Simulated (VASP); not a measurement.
Wanted: the native input for a VASP 6.6.1 run.

| Property | Result |
| --- | --- |
| Task | single point |
| Functional | PBE |
| Potentials or basis | VASP PAW PBE potentials, release 64 (Ba_sv, V_sv, Tl_d, O) |
| Cutoff | 600 eV |
| k mesh | 2 × 2 × 2 |
| Occupations | gaussian, width 0.1 eV |
| Spin | no spin polarisation |
| Dipole correction | no |
| Further INCAR settings | ALGO = Normal; EDIFF = 1e-06; NBANDS = 115 |

The structure of Ba2Tl5V3O12 lies in POSCAR:

```
Ba2Tl5V3O12
1.0
    6.6039283753      0.3463102613      0.2523609379
    2.3522441236      8.4153810767     -0.0938478220
    2.1279388357      2.7750819097      9.2797108238
Ba V Tl O
2 3 5 12
Direct
    0.8042127711      1.0463379035      0.0205120576
    0.2135763861      0.9531458833      0.3407438508
    0.7455018188      0.7068138841      0.3339295211
    0.2608087696      0.2684460357      0.0337451546
    0.0406318186      0.0767290465      0.6615419470
    0.2518747157      0.4040648064      0.3494542345
    0.5888281688      0.3483361977      0.6049437116
    0.5751228893      0.8785943096      0.6688166909
    0.7441133905      0.4925545702      0.1148479099
    0.1178810881      0.6369514324      0.7462493554
    0.2848268007      0.0968219999      0.5445877344
    0.8493695870      0.4925935558      0.3428262121
    0.4064703618      0.2070441246      0.1729478709
    0.8844485935      1.0519841746      0.5590197491
    0.1396584058      0.4828502019     -0.0072976770
    0.5496289634      0.7369528871      0.4844579070
    0.9066140241      0.2443580042      0.7318445564
    0.6134596760      0.8001288946      0.1879504587
    0.0564291784      0.1647233199      0.1024044629
    0.0788421257      0.9036488632      0.8073601208
    0.4402643962      0.2056417793      0.8928974960
    0.9474360715      0.8012781250      0.3062166756
```

These files were run (other wordings do the same):

INCAR

```
SYSTEM = Ba2Tl5V3O12
PREC     = Accurate       ! precision mode
ENCUT    = 600            ! plane-wave cutoff, eV
EDIFF    = 1E-6           ! SCF threshold, eV
ISMEAR   = 0              ! smearing method
SIGMA    = 0.1            ! smearing width, eV
LREAL    = .FALSE.        ! projectors in reciprocal space
LASPH    = .TRUE.         ! aspherical terms in the spheres
NELM     = 120            ! most SCF steps
ALGO     = Normal         ! electronic algorithm
ISIF     = 2              ! what is computed and relaxed
LWAVE    = .FALSE.        ! write WAVECAR
LCHARG   = .FALSE.        ! write CHGCAR
GGA      = PE             ! functional
NBANDS   = 115            ! bands
GGA_COMPAT= .FALSE.
```

KPOINTS

```
regular mesh
0
G
  2 2 2
  0 0 0
```

Potentials or basis: VASP PAW PBE potentials, release 64 (Ba_sv, V_sv, Tl_d, O).

The run is started by

```bash
$ cat potpaw_PBE.64/Ba_sv/POTCAR potpaw_PBE.64/V_sv/POTCAR potpaw_PBE.64/Tl_d/POTCAR potpaw_PBE.64/O/POTCAR > POTCAR
$ mpirun -np 1 vasp_std > vasp.out
```

It gave:

| Quantity | Value |
| --- | --- |
| Pressure | 0.5 GPa |
| Largest force | 0.171 eV/Å |
| Band gap on the k mesh | 2.92 eV (least direct gap 3.02 eV) |

Caveat: the k points lie up to 0.51 Å⁻¹ apart; spin-orbit coupling is left out, which moves the levels of the heavy elements.

Wall time 31 min on 1 thread of Intel(R) Xeon(R) Platinum 8259CL CPU @ 2.50GHz (Skylake/Cascade Lake), with other jobs on the host, peak memory 0.93 GiB.
